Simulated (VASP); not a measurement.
# BAs (Pm-3m) in VASP: notebook

Runs on BAs. Level: PBE. Tasks: single point.

Everything below comes from runs of VASP 6.6.1. Logs are shortened: lines on timing, memory, paths and dates and some standing lists are left out, and cuts for length are marked.

### Step 1. The cell of the first run

The structure is cubic, space group Pm-3m (No. 221). The conventional cell has a = 3.236 Å, b = 3.236 Å, c = 3.236 Å, α = 90.00°, β = 90.00°, γ = 90.00°. Within 3.7 Å of B (site symmetry m-3m) lie 8 As at 2.80 Å and 6 B at 3.24 Å. As (site symmetry m-3m) has 8 B at 2.80 Å and 6 As at 3.24 Å within 3.7 Å.

### Step 2. Single point, PBE

File INCAR:

```
SYSTEM = BAs
PREC = Accurate
ENCUT = 520
EDIFF = 1E-6
ISMEAR = -1
SIGMA = 0.05
LREAL = .False.
LASPH = .True.
NELM = 100
ALGO = Normal
ISIF = 2
LWAVE = .False.
LCHARG = .True.
GGA = PE
LELF = .True.
LVHAR = .True.
NBANDS = 11
```

File KPOINTS:

```
regular mesh
0
Gamma
  6 6 6
  0 0 0
```

File POSCAR:

```
BAs
1.0
    3.2358670400      0.0000000000      0.0000000000
    0.0000000000      3.2358670400      0.0000000000
    0.0000000000      0.0000000000      3.2358670400
B As
1 1
Direct
    0.0000000000      0.0000000000      0.0000000000
    0.5000000000      0.5000000000      0.5000000000
```

Potentials or basis: VASP PAW PBE potentials, release 64 (B, As).

Started as:

```bash
cat potpaw_PBE.64/B/POTCAR potpaw_PBE.64/As/POTCAR > POTCAR
mpirun -np 1 vasp_std > vasp.out
```

OUTCAR:

```text
SYSTEM = BAs
   PREC = Accurate
   ENCUT = 520
   EDIFF = 1E-6
   ISMEAR = -1
   LREAL = .False.
   LASPH = .True.
   NELM = 100
   ISIF = 2
   GGA = PE

 ion  position               nearest neighbor table
   1  0.000  0.000  0.000-
   2  0.500  0.500  0.500-

  LATTYP: Found a simple cubic cell.
 ALAT       =     3.2358670400

  Lattice vectors:

 A1 = (   3.2358670400,   0.0000000000,   0.0000000000)
 A2 = (   0.0000000000,   3.2358670400,   0.0000000000)
 A3 = (   0.0000000000,   0.0000000000,   3.2358670400)

Analysis of symmetry for initial positions (statically):
=====================================================================
 Subroutine PRICEL returns:
 Original cell was already a primitive cell.

 Routine SETGRP: Setting up the symmetry group for a
 simple cubic supercell.

 Subroutine GETGRP returns: Found 48 space group operations
 (whereof 48 operations were pure point group operations)
 out of a pool of 48 trial point group operations.

The static configuration has the point symmetry O_h .

Analysis of symmetry for dynamics (positions and initial velocities):
=====================================================================
 Subroutine PRICEL returns:
 Original cell was already a primitive cell.

 Routine SETGRP: Setting up the symmetry group for a
 simple cubic supercell.

 Subroutine GETGRP returns: Found 48 space group operations
 (whereof 48 operations were pure point group operations)
 out of a pool of 48 trial point group operations.

The dynamic configuration has the point symmetry O_h .

 Subroutine INISYM returns: Found 48 space group operations
 (whereof 48 operations are pure point group operations),
 and found     1 'primitive' translations

----------------------------------------------------------------------------------------

                                     Primitive cell

  volume of cell :      33.8822

  direct lattice vectors                    reciprocal lattice vectors
     3.235867040  0.000000000  0.000000000     0.309036183  0.000000000  0.000000000
     0.000000000  3.235867040  0.000000000     0.000000000  0.309036183  0.000000000
     0.000000000  0.000000000  3.235867040     0.000000000  0.000000000  0.309036183

  length of vectors
     3.235867040  3.235867040  3.235867040     0.309036183  0.309036183  0.309036183

  position of ions in fractional coordinates (direct lattice)
     0.000000000  0.000000000  0.000000000
     0.500000000  0.500000000  0.500000000

  ion indices of the primitive-cell ions
   primitive index   ion index
                 1           1
                 2           2

----------------------------------------------------------------------------------------

 KPOINTS: regular mesh

Automatic generation of k-mesh.
 Grid dimensions read from file:
 generate k-points for:    6    6    6

 Generating k-lattice:

  Cartesian coordinates                     Fractional coordinates (reciprocal lattice)
     0.051506031  0.000000000  0.000000000     0.166666667  0.000000000  0.000000000
     0.000000000  0.051506031  0.000000000     0.000000000  0.166666667  0.000000000
     0.000000000  0.000000000  0.051506031     0.000000000  0.000000000  0.166666667

  Length of vectors
     0.051506031  0.051506031  0.051506031

  Shift w.r.t. Gamma in fractional coordinates (k-lattice)
     0.000000000  0.000000000  0.000000000

 Subroutine IBZKPT returns following result:
 ===========================================

 Found     20 irreducible k-points:

 Following reciprocal coordinates:
            Coordinates               Weight
  0.000000  0.000000  0.000000      1.000000
  0.166667  0.000000  0.000000      6.000000
  0.333333  0.000000  0.000000      6.000000
  0.500000  0.000000  0.000000      3.000000
  0.166667  0.166667  0.000000     12.000000
  0.333333  0.166667  0.000000     24.000000
[... 12 lines left out ...]
  0.500000  0.500000  0.333333      6.000000
  0.500000  0.500000  0.500000      1.000000
   k-points           NKPTS =     20   k-points in BZ     NKDIM =     20   number of bands    NBANDS=     11
   number of dos      NEDOS =    301   number of ions     NIONS =      2
   total plane-waves  NPLWV =  13824
   dimension x,y,z NGX =    24 NGY =   24 NGZ =   24
   dimension x,y,z NGXF=    48 NGYF=   48 NGZF=   48
   ions per type =               1   1
   NGX,Y,Z   is equivalent  to a cutoff of  12.33, 12.33, 12.33 a.u.
   NGXF,Y,Z  is equivalent  to a cutoff of  24.66, 24.66, 24.66 a.u.
 SYSTEM =  BAs
   PREC   = accura    normal or accurate (medium, high low for compatibility)
   ISTART =      0    job   : 0-new  1-cont  2-samecut
   ICHARG =      2    charge: 1-file 2-atom 10-const
   ISPIN  =      1    spin polarized calculation?
   LNONCOLLINEAR =      F non collinear calculations
   LSORBIT =      F    spin-orbit coupling
   LASPH  =      T    aspherical Exc in radial PAW
   ENCUT  =  520.0 eV  38.22 Ry    6.18 a.u.   6.02  6.02  6.02*2*pi/ulx,y,z
   NELM   =    100;   NELMIN=  2; NELMDL= -5     # of ELM steps
   EDIFF  = 0.1E-05   stopping-criterion for ELM
   LREAL  =      F    real-space projection
   EDIFFG = 0.1E-04   stopping-criterion for IOM
   NSW    =      0    number of steps for IOM
   IBRION =     -1    ionic relax: 0-MD 1-quasi-New 2-CG
   NFREE  =      0    steps in history (QN), initial steepest desc. (CG)
   ISIF   =      2    stress and relaxation
   ISYM   =      2    0-nonsym 1-usesym 2-fastsym
   POTIM  = 0.5000    time-step for ionic-motion
   TEBEG  =    0.0;   TEEND  =   0.0 temperature during run
   PSTRESS=    0.0 pullay stress
   NELECT =       8.0000    total number of electrons
   NUPDOWN=      -1.0000    fix difference up-down
   EMIN   =  10.00;   EMAX   =-10.00  energy-range for DOS
   EFERMI =   0.00;   METHOD = LEGACY
   ISMEAR =    -1;   SIGMA  =   0.05  broadening in eV -4-tet -1-fermi 0-gaus
   EFERMI_NEDOS =   21; number of points for ismear=-14 and -15
   IALGO  =     38    algorithm
   IMIX   =      4    mixing-type and parameters
     AMIX     =   0.40;   BMIX     =  1.00
     AMIX_MAG =   1.60;   BMIX_MAG =  1.00
  volume/ion in A,a.u.               =      16.94       114.32
  Fermi-wavevector in a.u.,A,eV,Ry     =   1.011845  1.912111 13.930068  1.023831
  Thomas-Fermi vector in A             =   2.144919
   LORBIT       =      0    0 simple, 1 ext, 2 COOP (PROOUT), +10 PAW based schemes
   GGA     = PE    functional components
   LHFCALC =     F    Hartree Fock is set to
   AEXX    =    0.0000 exact exchange contribution
   IVDW    =     0    specifies the selected vdW correction
   LEPSILON=     F    determine dielectric tensor
   LRPA    =     F    only Hartree local field effects (RPA)
 non-spin polarized calculation
  energy-cutoff  :      520.00
  volume of cell :       33.88
 maximum number of plane-waves:       931
   NGX = 13   NGY = 13   NGZ = 13

 number of electron       8.0000000 magnetization

 Free energy of the ion-electron system (eV)
  ---------------------------------------------------
  ext. energy  EPLUGINS =         0.00000000
  ---------------------------------------------------
  free energy    TOTEN  =        -7.84084071 eV

  energy without entropy =       -7.83269199  energy(sigma->0) =       -7.83676635

 E-fermi :   4.0792     XC(G=0): -10.2043

 val. band max:        4.0060776241   @ k =   0.1667   0.0000   0.0000
 cond. band min:       4.1203682953   @ k =   0.1667   0.0000   0.0000
 fundamental gap:      0.1142906712
 Fermi energy:         4.0791975189

 k-point     1 :       0.0000    0.0000    0.0000
  band No.  band energies     occupation
      1      -9.1064      2.00000
      2       1.8615      2.00000
      3       3.6620      1.99952
      4       3.6620      1.99952
      5       3.6620      1.99952
      6      10.1205      0.00000
      7      10.1205      0.00000
      8      10.8935      0.00000
      9      10.8935      0.00000
     10      10.8935      0.00000
     11      20.6891      0.00000

 k-point     2 :       0.1667    0.0000    0.0000
  band No.  band energies     occupation
      1      -8.7801      2.00000
      2       0.1479      2.00000
      3       4.0061      1.62380
      4       4.0061      1.62380
      5       4.1204      0.61008
      6       9.9717      0.00000
      7      10.2029      0.00000
      8      10.2029      0.00000
      9      10.4898      0.00000
     10      12.3688      0.00000
     11      19.9883      0.00000

 k-point     3 :       0.3333    0.0000    0.0000
  band No.  band energies     occupation
      1      -7.8901      2.00000
      2      -2.4274      2.00000
      3       5.0100      0.00000
      4       5.0100      0.00000
      5       5.0246      0.00000
      6       8.2186      0.00000
      7       8.5136      0.00000
      8       8.5136      0.00000
      9      11.5630      0.00000
     10      16.5887      0.00000
     11      16.6134      0.00000

 k-point     4 :       0.5000    0.0000    0.0000
  band No.  band energies     occupation
      1      -7.1438      2.00000
      2      -3.8044      2.00000
      3       6.1542      0.00000
      4       6.4008      0.00000
      5       6.4008      0.00000
      6       6.7109      0.00000
      7       6.7943      0.00000
      8       6.7943      0.00000
      9      12.7249      0.00000
     10      14.6578      0.00000
     11      19.4031      0.00000
[... 183 lines left out ...]
 k-point    18 :       0.5000    0.3333    0.3333
  band No.  band energies     occupation
      1      -5.0448      2.00000
      2      -1.0579      2.00000
      3       1.3595      2.00000
      4       2.1162      2.00000
      5       2.7016      2.00000
      6       3.9204      1.91991
      7       6.7088      0.00000
      8       6.8602      0.00000
      9      17.9126      0.00000
     10      18.4116      0.00000
     11      19.1244      0.00000

 k-point    19 :       0.5000    0.5000    0.3333
  band No.  band energies     occupation
      1      -4.5424      2.00000
      2       0.3997      2.00000
      3       0.6977      2.00000
      4       0.6977      2.00000
      5       3.1134      2.00000
      6       4.5018      0.00043
      7       5.2121      0.00000
      8       5.2121      0.00000
      9      18.9724      0.00000
     10      19.2460      0.00000
     11      19.2460      0.00000

 k-point    20 :       0.5000    0.5000    0.5000
  band No.  band energies     occupation
      1      -4.1038      2.00000
      2       1.1165      2.00000
      3       1.9833      2.00000
      4       1.9833      2.00000
      5       1.9833      2.00000
      6       3.3037      2.00000
      7       3.3037      2.00000
      8       3.3037      2.00000
      9      20.0271      0.00000
     10      20.0271      0.00000
     11      20.0271      0.00000

------------------------ aborting loop because EDIFF is reached ----------------------------------------

  FORCE on cell =-STRESS in cart. coord.  units (eV):
  Direction    XX          YY          ZZ          XY          YZ          ZX
  --------------------------------------------------------------------------------------
  -------------------------------------------------------------------------------------
  Total       -3.4662605     -3.4662605     -3.4662605     -0.0000000      0.0000000      0.0000000
  in kB     -163.9078603   -163.9078603   -163.9078603     -0.0000000      0.0000000      0.0000000
  external PRESSURE =    -163.9078603 kB  Pullay stress =       0.0000000 kB

 VOLUME and BASIS-vectors are now :
 -----------------------------------------------------------------------------
  energy-cutoff  :      520.00
  volume of cell :       33.88
      direct lattice vectors                 reciprocal lattice vectors
     3.235867040  0.000000000  0.000000000     0.309036183  0.000000000  0.000000000
     0.000000000  3.235867040  0.000000000     0.000000000  0.309036183  0.000000000
     0.000000000  0.000000000  3.235867040     0.000000000  0.000000000  0.309036183

 POSITION                                       TOTAL-FORCE (eV/Angst)
 -----------------------------------------------------------------------------------
      0.00000      0.00000      0.00000         0.000000      0.000000      0.000000
      1.61793      1.61793      1.61793         0.000000      0.000000      0.000000
 -----------------------------------------------------------------------------------
    total drift:                                0.000000     -0.000000     -0.000000

  FREE ENERGIE OF THE ION-ELECTRON SYSTEM (eV)
  ---------------------------------------------------
  free  energy   TOTEN  =        -7.8408407066 eV

  energy  without entropy=       -7.8326919937  energy(sigma->0) =       -7.83676635
```

Wall time 11 s (1 thread of AMD EPYC 7R13, shared host); peak memory 0.11 GiB.

Results:

```yaml
Free_energy: -7.8408 eV
Pressure: -16.4 GPa
Band_gap_on_the_k_mesh: zero (band 4 reaches 6.40 eV, above the bottom of band 5 at 1.98 eV)
```

### Step 3. Single point, PBE

This run uses another cell than the first one, of 10.42 Å³/atom, 0.615 times its volume.

File INCAR:

```
SYSTEM = BAs
PREC     = Accurate       ! precision mode
ENCUT    = 520            ! plane-wave cutoff, eV
EDIFF    = 1E-7           ! SCF threshold, eV
ISMEAR   = -1             ! smearing method
SIGMA    = 0.05           ! smearing width, eV
LREAL    = .False.        ! projectors in reciprocal space
LASPH    = .True.         ! aspherical terms in the spheres
NELM     = 100            ! most SCF steps
ALGO     = Normal         ! electronic algorithm
ISIF     = 2              ! what is computed and relaxed
LWAVE    = .False.        ! write WAVECAR
LCHARG   = .False.        ! write CHGCAR
GGA      = PE             ! functional
NBANDS   = 11             ! bands
```

File KPOINTS:

```
Automatic mesh
0
Gamma
  8 8 8
  0 0 0
```

File POSCAR:

```
BAs
1.0
    2.7515123575      0.0000000000      0.0000000000
    0.0000000000      2.7515123575      0.0000000000
    0.0000000000      0.0000000000      2.7515123575
B As
1 1
Direct
    0.0000000000      0.0000000000      0.0000000000
    0.5000000000      0.5000000000      0.5000000000
```

Potentials or basis: VASP PAW PBE potentials, release 64 (B, As).

Started as:

```bash
cat potpaw_PBE.64/B/POTCAR potpaw_PBE.64/As/POTCAR > POTCAR
mpirun -np 1 vasp_std > vasp.out
```

OUTCAR:

```text
SYSTEM = BAs
   PREC = Accurate
   ENCUT = 520
   EDIFF = 1E-7
   ISMEAR = -1
   LREAL = .False.
   LASPH = .True.
   NELM = 100
   ISIF = 2
   GGA = PE

 ion  position               nearest neighbor table
   1  0.000  0.000  0.000-   2 2.38   2 2.38   2 2.38   2 2.38   2 2.38   2 2.38   2 2.38   2 2.38

   2  0.500  0.500  0.500-   1 2.38   1 2.38   1 2.38   1 2.38   1 2.38   1 2.38   1 2.38   1 2.38

  LATTYP: Found a simple cubic cell.
 ALAT       =     2.7515123575

[... 523 lines left out ...]

------------------------ aborting loop because EDIFF is reached ----------------------------------------

  FORCE on cell =-STRESS in cart. coord.  units (eV):
  Direction    XX          YY          ZZ          XY          YZ          ZX
  --------------------------------------------------------------------------------------
  -------------------------------------------------------------------------------------
  Total        3.9884856      3.9884856      3.9884856      0.0000000      0.0000000      0.0000000
  in kB      306.7638678    306.7638678    306.7638678      0.0000000      0.0000000      0.0000000
  external PRESSURE =     306.7638678 kB  Pullay stress =       0.0000000 kB

 VOLUME and BASIS-vectors are now :
 -----------------------------------------------------------------------------
  energy-cutoff  :      520.00
  volume of cell :       20.83
      direct lattice vectors                 reciprocal lattice vectors
     2.751512357  0.000000000  0.000000000     0.363436492  0.000000000  0.000000000
     0.000000000  2.751512357  0.000000000     0.000000000  0.363436492  0.000000000
     0.000000000  0.000000000  2.751512357     0.000000000  0.000000000  0.363436492

 POSITION                                       TOTAL-FORCE (eV/Angst)
 -----------------------------------------------------------------------------------
      0.00000      0.00000      0.00000         0.000000      0.000000      0.000000
      1.37576      1.37576      1.37576         0.000000      0.000000      0.000000
 -----------------------------------------------------------------------------------
    total drift:                                0.000000      0.000000      0.000000

  FREE ENERGIE OF THE ION-ELECTRON SYSTEM (eV)
  ---------------------------------------------------
  free  energy   TOTEN  =        -7.9460019428 eV

  energy  without entropy=       -7.9360497697  energy(sigma->0) =       -7.94102586
```

It took 10 s on 1 thread of AMD EPYC 7R13, shared host; peak memory 0.1 GiB.

What came out:

| Quantity | Value |
| --- | --- |
| Free energy | -7.9460 eV |
| Pressure | 30.7 GPa |
| Band gap on the k mesh | zero (band 4 reaches 12.51 eV, above the bottom of band 5 at 6.69 eV) |
